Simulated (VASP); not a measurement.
Here is a VASP 6.6.1 calculation.

File INCAR:

```
PREC = Accurate ; ENCUT = 520
EDIFF = 1E-6 ; ISMEAR = 0
SIGMA = 0.05 ; LREAL = False
LASPH = True ; NELM = 80
ALGO = Normal ; ISIF = 2
LWAVE = False ; LCHARG = False
LDIPOL = True ; IDIPOL = 3
DIPOL = 0.5 0.5 0.383 ; GGA = PE
IVDW = 12 ; NBANDS = 35
```

Contents of KPOINTS:

```
Automatic mesh
0
Gamma
  9 9 1
```

Contents of POSCAR:

```
WS2
1.0
    3.1595457497      0.0000000000      0.0000000000
   -1.5797728749      2.7362468836      0.0000000000
    0.0000000000      0.0000000000     23.8042575719
S W
4 2
Direct
    0.3333333333      0.6666666667      0.1890418126
    0.3333333333      0.6666666667      0.3214605103
    0.8333333333      0.6666666667      0.4449678279
    0.8333333333      0.6666666667      0.5773865255
    0.6666666667      0.3333333333      0.2552511581
    0.5000000000      1.0000000000      0.5111771733
```

Potentials or basis: VASP PAW PBE potentials, release 64 (S, W_sv).

Run with:

```console
$ cat potpaw_PBE.64/S/POTCAR potpaw_PBE.64/W_sv/POTCAR > POTCAR
$ mpirun -np 1 vasp_std > vasp.out
```

(1) Estimate the band gap on the k mesh.

(2) What does it give for the dispersion energy per atom?

Results:

(1) 1.43 eV, indirect (least direct gap 1.89 eV).

(2) -0.369 eV.

Caveat: spin-orbit coupling is left out, which moves the levels of the heavy elements.
